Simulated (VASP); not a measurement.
## Ba: single point with PBE

Crystal: Ba.

```
Ba
1.0
    -2.43921    2.43921    2.43921
     2.43921   -2.43921    2.43921
     2.43921    2.43921   -2.43921
Ba
1
Cartesian
  0.0000 0.0000 0.0000
```

- Program: VASP 6.6.1
- Task: single point
- Functional: PBE
- Potentials or basis: VASP PAW PBE potentials, release 64 (Ba_sv)
- Cutoff: 520 eV
- k mesh: 8 × 8 × 8
- Occupations: tetrahedron
- Spin: no spin polarisation

| Item | Value |
| --- | --- |
| Pressure | 0.9 GPa |
| Band gap on the k mesh | zero (bands 5 and 6 overlap by 1.26 eV) |

Levels at points of the mesh, in eV from the Fermi level:
| k point | band 2 | band 3 | band 4 | band 5 | band 6 | band 7 | band 8 | band 9 |
| --- | --- | --- | --- | --- | --- | --- | --- | --- |
| (0.00, 0.00, 0.00) | -13.59 | -13.59 | -13.59 | -2.73 | 1.97 | 1.97 | 1.97 | 3.49 |
| (0.50, 0.00, 0.00) | -14.19 | -13.78 | -13.60 | -0.90 | 0.73 | 1.57 | 3.50 | 4.11 |
| (0.50, 0.50, 0.50) | -14.00 | -14.00 | -14.00 | -0.61 | -0.61 | 4.83 | 4.83 | 4.83 |

Run time: 33 s on 1 thread of AMD EPYC 7R13, on a shared host, peak memory 0.15 GiB.

Caveat: spin-orbit coupling is left out, which moves the levels of the heavy elements; tetrahedron occupations give inexact forces and stress in metals.
